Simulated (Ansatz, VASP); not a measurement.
# ZrNb2N3 in VASP and in Ansatz

```
CELL_PARAMETERS angstrom
2.76547 1.59664 3.13484
-2.76547 1.59664 3.13484
0.00000 -3.19329 3.13484
ATOMIC_POSITIONS crystal
Zr 0.50000 0.50000 0.50000
Nb 0.19796 0.19796 0.19796
Nb 0.80204 0.80204 0.80204
N 0.00000 0.50000 0.50000
N 0.50000 0.50000 0.00000
N 0.50000 0.00000 0.50000
```

Change from the starting cell: species swapped into the Y2NiRu3 type (R-3m, No. 166).

Alike in both runs: functional PBE; k mesh 3 × 3 × 3; occupations gaussian, width 0.15 eV; no spin polarisation.

Ansatz relaxed the structure, and its values are those at the end. VASP's run is a single point on that final structure, the one shown.

|  | VASP | Ansatz |
| --- | --- | --- |
| version | VASP 6.6.1 | Ansatz 0.2.0 |
| potentials or method | VASP PAW PBE potentials, release 64 (Zr_sv, Nb_sv, N), cutoff 600 eV | scalar-relativistic, plane waves, PAW |
| valence electrons in the cell | 53 | 53 |

```tsv
	VASP	Ansatz	Ansatz less VASP
gap on the k mesh at the Fermi level (eV)	none	none	-
pressure (GPa)	-0.1	0.1	+0.26
rms of the force components (eV/Å)	0.009	0.001	-0.0084
```

A gap of «none» marks a metal or a gap that the smearing closes. With one functional, cell and mesh, what is left measures potentials, basis and numerics.

The k mesh is coarse, so the values compare programs but aren't converged.
